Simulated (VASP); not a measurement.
# Ba3Sr (Fm-3m) in VASP: notebook

The runs below take Ba3Sr through single point, relaxation of cell and atoms, with LDA.

Everything below comes from runs of VASP 6.6.1. Logs are shortened: lines on timing, memory, paths and dates and some standing lists are left out, and cuts for length are marked.

### Step 1. The cell of the first run

The structure is cubic, space group Fm-3m (No. 225). Conventional cell: a = 9.442 Å, b = 9.442 Å, c = 9.442 Å, α = 90.00°, β = 90.00°, γ = 90.00°. Within 5.4 Å of Ba (site symmetry -43m) lie 10 Ba at 4.09 to 4.72 Å and 4 Sr at 4.09 Å. Within 5.4 Å of Ba (site symmetry m-3m) lie 8 Ba at 4.09 Å and 6 Sr at 4.72 Å. Sr (site symmetry m-3m) has 14 Ba at 4.09 to 4.72 Å within 5.4 Å.

### Step 2. Single point, LDA

Input file INCAR:

```
  PREC = Accurate
  ENCUT = 520
  EDIFF = 1E-7
  ISMEAR = -1
  SIGMA = 0.1
  LREAL = F
  LASPH = T
  NELM = 100
  ALGO = Normal
  ISIF = 2
  LWAVE = F
  LCHARG = T
  LELF = T
  LVHAR = T
  NBANDS = 28
```

Input file KPOINTS:

```
regular mesh
0
Gamma
  5 5 5
```

Input file POSCAR:

```
Ba3Sr
1.0
    0.0000000000      4.7209053271      4.7209053271
    4.7209053271      0.0000000000      4.7209053271
    4.7209053271      4.7209053271      0.0000000000
Ba Sr
3 1
Direct
    0.2500000000      0.2500000000      0.2500000000
    0.7500000000      0.7500000000      0.7500000000
    0.5000000000      0.5000000000      0.5000000000
    0.0000000000      0.0000000000      0.0000000000
```

Potentials or basis: VASP PAW LDA potentials, release 64 (Ba_sv, Sr_sv).

On the command line:

```console
> cat potpaw_LDA.64/Ba_sv/POTCAR potpaw_LDA.64/Sr_sv/POTCAR > POTCAR
> mpirun -np 1 vasp_std > vasp.out
```

OUTCAR:

```text
PREC = Accurate
   ENCUT = 520
   EDIFF = 1E-7
   ISMEAR = -1
   LREAL = F
   LASPH = T
   NELM = 100
   ISIF = 2

 ion  position               nearest neighbor table
   1  0.250  0.250  0.250-   4 4.09   4 4.09   4 4.09   3 4.09   4 4.09   3 4.09   3 4.09   3 4.09
                             2 4.72   2 4.72   2 4.72   2 4.72   2 4.72   2 4.72
   2  0.750  0.750  0.750-   3 4.09   3 4.09   3 4.09   3 4.09   4 4.09   4 4.09   4 4.09   4 4.09
                             1 4.72   1 4.72   1 4.72   1 4.72   1 4.72   1 4.72
   3  0.500  0.500  0.500-   1 4.09   1 4.09   1 4.09   1 4.09   2 4.09   2 4.09   2 4.09   2 4.09
                             4 4.72   4 4.72   4 4.72   4 4.72   4 4.72   4 4.72
   4  0.000  0.000  0.000-   2 4.09   2 4.09   2 4.09   1 4.09   2 4.09   1 4.09   1 4.09   1 4.09
                             3 4.72   3 4.72   3 4.72   3 4.72   3 4.72   3 4.72

  LATTYP: Found a face centered cubic cell.
 ALAT       =     9.4418106542

  Lattice vectors:

 A1 = (   0.0000000000,   4.7209053271,   4.7209053271)
 A2 = (   4.7209053271,   0.0000000000,   4.7209053271)
 A3 = (   4.7209053271,   4.7209053271,   0.0000000000)

Analysis of symmetry for initial positions (statically):
=====================================================================
 Subroutine PRICEL returns:
 Original cell was already a primitive cell.

 Routine SETGRP: Setting up the symmetry group for a
 face centered cubic supercell.

 Subroutine GETGRP returns: Found 48 space group operations
 (whereof 48 operations were pure point group operations)
 out of a pool of 48 trial point group operations.

The static configuration has the point symmetry O_h .

Analysis of symmetry for dynamics (positions and initial velocities):
=====================================================================
 Subroutine PRICEL returns:
 Original cell was already a primitive cell.

 Routine SETGRP: Setting up the symmetry group for a
 face centered cubic supercell.

 Subroutine GETGRP returns: Found 48 space group operations
 (whereof 48 operations were pure point group operations)
 out of a pool of 48 trial point group operations.

The dynamic configuration has the point symmetry O_h .

 Subroutine INISYM returns: Found 48 space group operations
 (whereof 48 operations are pure point group operations),
 and found     1 'primitive' translations

----------------------------------------------------------------------------------------

                                     Primitive cell

[... 79 lines left out ...]
   EDIFF  = 0.1E-06   stopping-criterion for ELM
   LREAL  =      F    real-space projection
   EDIFFG = 0.1E-05   stopping-criterion for IOM
   NSW    =      0    number of steps for IOM
   IBRION =     -1    ionic relax: 0-MD 1-quasi-New 2-CG
   NFREE  =      0    steps in history (QN), initial steepest desc. (CG)
   ISIF   =      2    stress and relaxation
   ISYM   =      2    0-nonsym 1-usesym 2-fastsym
   POTIM  = 0.5000    time-step for ionic-motion
   TEBEG  =    0.0;   TEEND  =   0.0 temperature during run
   PSTRESS=    0.0 pullay stress
   NELECT =      40.0000    total number of electrons
   NUPDOWN=      -1.0000    fix difference up-down
   EMIN   =  10.00;   EMAX   =-10.00  energy-range for DOS
   EFERMI =   0.00;   METHOD = LEGACY
   ISMEAR =    -1;   SIGMA  =   0.10  broadening in eV -4-tet -1-fermi 0-gaus
   EFERMI_NEDOS =   21; number of points for ismear=-14 and -15
   IALGO  =     38    algorithm
   IMIX   =      4    mixing-type and parameters
     AMIX     =   0.40;   BMIX     =  1.00
     AMIX_MAG =   1.60;   BMIX_MAG =  1.00
  volume/ion in A,a.u.               =      52.61       355.01
  Fermi-wavevector in a.u.,A,eV,Ry     =   0.941296  1.778791 12.055281  0.886038
  Thomas-Fermi vector in A             =   2.068793
   LORBIT       =      0    0 simple, 1 ext, 2 COOP (PROOUT), +10 PAW based schemes
   GGA     = CA    functional components
   LHFCALC =     F    Hartree Fock is set to
   AEXX    =    0.0000 exact exchange contribution
   IVDW    =     0    specifies the selected vdW correction
   LEPSILON=     F    determine dielectric tensor
   LRPA    =     F    only Hartree local field effects (RPA)
 non-spin polarized calculation
  energy-cutoff  :      520.00
  volume of cell :      210.43
 maximum number of plane-waves:      5769
 NGX is ok and might be reduce to    50
   NGX = 25   NGY = 25   NGZ = 25

 number of electron      39.9999999 magnetization

 Free energy of the ion-electron system (eV)
  ---------------------------------------------------
  ext. energy  EPLUGINS =         0.00000000
  ---------------------------------------------------
  free energy    TOTEN  =        -8.71527278 eV

  energy without entropy =       -8.53143186  energy(sigma->0) =       -8.62335232

 E-fermi :   1.9319     XC(G=0):  -8.0941

 val. band max:        1.8948282094   @ k =   0.2000   0.0000   0.0000
 cond. band min:       2.0473102338   @ k =   0.2000   0.2000   0.0000
 fundamental gap:      0.1524820244
 Fermi energy:         1.9318842602

 k-point     1 :       0.0000    0.0000    0.0000
  band No.  band energies     occupation
      1     -34.2169      2.00000
      2     -26.6339      2.00000
      3     -26.5460      2.00000
      4     -26.5171      2.00000
      5     -16.3248      2.00000
      6     -16.3248      2.00000
[... 299 lines left out ...]
     27       3.2691      0.00000
     28       3.6288      0.00000

------------------------ aborting loop because EDIFF is reached ----------------------------------------

  FORCE on cell =-STRESS in cart. coord.  units (eV):
  Direction    XX          YY          ZZ          XY          YZ          ZX
  --------------------------------------------------------------------------------------
  -------------------------------------------------------------------------------------
  Total        0.0469159      0.0469159      0.0469159      0.0000000     -0.0000000      0.0000000
  in kB        0.3572109      0.3572109      0.3572109      0.0000000     -0.0000000      0.0000000
  external PRESSURE =       0.3572109 kB  Pullay stress =       0.0000000 kB

 VOLUME and BASIS-vectors are now :
 -----------------------------------------------------------------------------
  energy-cutoff  :      520.00
  volume of cell :      210.43
      direct lattice vectors                 reciprocal lattice vectors
     0.000000000  4.720905327  4.720905327    -0.105911889  0.105911889  0.105911889
     4.720905327  0.000000000  4.720905327     0.105911889 -0.105911889  0.105911889
     4.720905327  4.720905327  0.000000000     0.105911889  0.105911889 -0.105911889

 POSITION                                       TOTAL-FORCE (eV/Angst)
 -----------------------------------------------------------------------------------
      2.36045      2.36045      2.36045         0.000000      0.000000      0.000000
      7.08136      7.08136      7.08136        -0.000000     -0.000000     -0.000000
      4.72091      4.72091      4.72091        -0.000000     -0.000000     -0.000000
      0.00000      0.00000      0.00000        -0.000000     -0.000000     -0.000000
 -----------------------------------------------------------------------------------
    total drift:                               -0.000000      0.000000      0.000000

  FREE ENERGIE OF THE ION-ELECTRON SYSTEM (eV)
  ---------------------------------------------------
  free  energy   TOTEN  =        -8.7152727848 eV

  energy  without entropy=       -8.5314318645  energy(sigma->0) =       -8.62335232
```

OSZICAR:

```text
N       E                     dE             d eps       ncg     rms          rms(c)
DAV:   1     0.289887757949E+03    0.28989E+03   -0.17230E+04   560   0.121E+03
DAV:   2     0.915839931879E+01   -0.28073E+03   -0.27631E+03   844   0.247E+02
DAV:   3    -0.799799763254E+01   -0.17156E+02   -0.16692E+02   784   0.583E+01
DAV:   4    -0.878958424887E+01   -0.79159E+00   -0.78815E+00   944   0.887E+00
DAV:   5    -0.879885855843E+01   -0.92743E-02   -0.92661E-02   688   0.816E-01    0.110E+01
DAV:   6    -0.873863551893E+01    0.60223E-01   -0.79707E-02   748   0.117E+00    0.688E+00
DAV:   7    -0.871608295098E+01    0.22553E-01   -0.14891E-01   788   0.166E+00    0.384E-01
DAV:   8    -0.871529452554E+01    0.78843E-03   -0.17952E-02   704   0.435E-01    0.880E-02
DAV:   9    -0.871526639312E+01    0.28132E-04   -0.55870E-04   716   0.865E-02    0.369E-02
DAV:  10    -0.871527256125E+01   -0.61681E-05   -0.55594E-05   836   0.365E-02    0.145E-02
DAV:  11    -0.871527255226E+01    0.89935E-08   -0.63467E-06   724   0.106E-02    0.398E-03
DAV:  12    -0.871527276784E+01   -0.21558E-06   -0.92843E-07   724   0.502E-03    0.214E-03
DAV:  13    -0.871527278477E+01   -0.16930E-07   -0.21029E-07   604   0.198E-03
   1 F= -.87152728E+01 E0= -.86233523E+01  d E =-.183841E+00
```

stdout:

```text
POSCAR found type information on POSCAR BaSr
 POSCAR found :  2 types and       4 ions
 scaLAPACK will be used
 LDA part: xc-table for (Slater(with rela. corr.)+CA(PZ))
 , standard interpolation
 POSCAR, INCAR and KPOINTS ok, starting setup
 FFT: planning ... GRIDC
 FFT: planning ... GRID_SOFT
 FFT: planning ... GRID
 WAVECAR not read
 entering main loop
```

Wall time 68 s (1 thread of Intel Xeon 6975P-C (Granite Rapids), shared host); peak memory 0.28 GiB.

Results:

```yaml
Free_energy: -8.7153 eV
Pressure: 0.0 GPa
Band_gap_on_the_k_mesh: zero (bands 20 and 21 overlap by 0.41 eV)
```

Levels at points of the mesh, in eV from the Fermi level:
| k point | band 16 | band 17 | band 18 | band 19 | band 20 | band 21 | band 22 | band 23 | band 24 | band 25 |
| --- | --- | --- | --- | --- | --- | --- | --- | --- | --- | --- |
| (0.00, 0.00, 0.00) | -13.52 | -3.06 | -0.67 | -0.67 | 0.34 | 0.34 | 0.34 | 0.87 | 0.87 | 0.87 |

Caveat: spin-orbit coupling is left out, which moves the levels of the heavy elements.

### Step 3. Relaxation of cell and atoms, LDA

This run uses another cell than the first one, of 62.98 Å³/atom.

Input file INCAR:

```
  PREC = Accurate
  ENCUT = 600
  EDIFF = 1E-6
  ISMEAR = -1
  SIGMA = 0.1
  LREAL = F
  LASPH = T
  NELM = 60
  ALGO = Normal
  ISIF = 3
  LWAVE = F
  LCHARG = F
  IBRION = 2
  NSW = 60
  EDIFFG = -0.01
```

KPOINTS is that of step 2.

Input file POSCAR:

```
Ba3Sr
1.0
    0.0000000000      5.0128200000      5.0128200000
    5.0128200000      0.0000000000      5.0128200000
    5.0128200000      5.0128200000      0.0000000000
Ba Sr
3 1
Direct
    0.2500000000      0.2500000000      0.2500000000
    0.7500000000      0.7500000000      0.7500000000
    0.5000000000      0.5000000000      0.5000000000
    0.0000000000      0.0000000000      0.0000000000
```

Potentials or basis: VASP PAW LDA potentials, release 64 (Ba_sv, Sr_sv).

On the command line:

```console
> cat potpaw_LDA.64/Ba_sv/POTCAR potpaw_LDA.64/Sr_sv/POTCAR > POTCAR
> mpirun -np 1 vasp_std > vasp.out
```

Run time: 4.4 min. Hardware: 1 thread of Intel Xeon 6975P-C (Granite Rapids), shared host; peak memory 0.41 GiB.

It converged, with:

| Property | Result |
| --- | --- |
| Free energy | -8.7159 eV |
| Relaxed volume | 52.73 Å³/atom |
| Relaxed cell | a = 6.682 Å, b = 6.682 Å, c = 6.682 Å, α = 60.00°, β = 60.00°, γ = 60.00° |
| Space group after relaxing (to 0.1 Å) | Fm-3m (No. 225) |
| Energy gained by relaxing | 52.7 meV/atom |
| Ionic steps | 4 |
| Pressure after relaxing | 0.0 GPa |
| Band gap on the k mesh | zero (bands 20 and 21 overlap by 0.41 eV) |

The path:
```
step  energy change (eV)  largest force (eV/Å)  pressure (GPa)  volume (Å³)
   1              0.0000                0.0000           -1.48       251.93
   2             -0.1536                0.0000           -0.86       231.27
   3             -0.2093                0.0000           -0.16       214.41
   4             -0.2109                0.0000            0.01       210.93
```

Final structure:
```
CELL_PARAMETERS angstrom
0.00000 4.72466 4.72466
4.72466 0.00000 4.72466
4.72466 4.72466 0.00000
ATOMIC_POSITIONS crystal
Ba 0.25000 0.25000 0.25000
Ba 0.75000 0.75000 0.75000
Ba 0.50000 0.50000 0.50000
Sr 0.00000 0.00000 0.00000
```

Levels at points of the mesh, in eV from the Fermi level:
```tsv
k point	band 18	band 19	band 20	band 21	band 22	band 23
(0.00, 0.00, 0.00)	-0.66	-0.66	0.34	0.34	0.34	0.87
```

Caveat: the volume moved by over 15 % at a fixed basis, so the end points are rough; spin-orbit coupling is left out, which moves the levels of the heavy elements.

The gap in the log of VASP goes by the Fermi energy; the results here count the filled bands.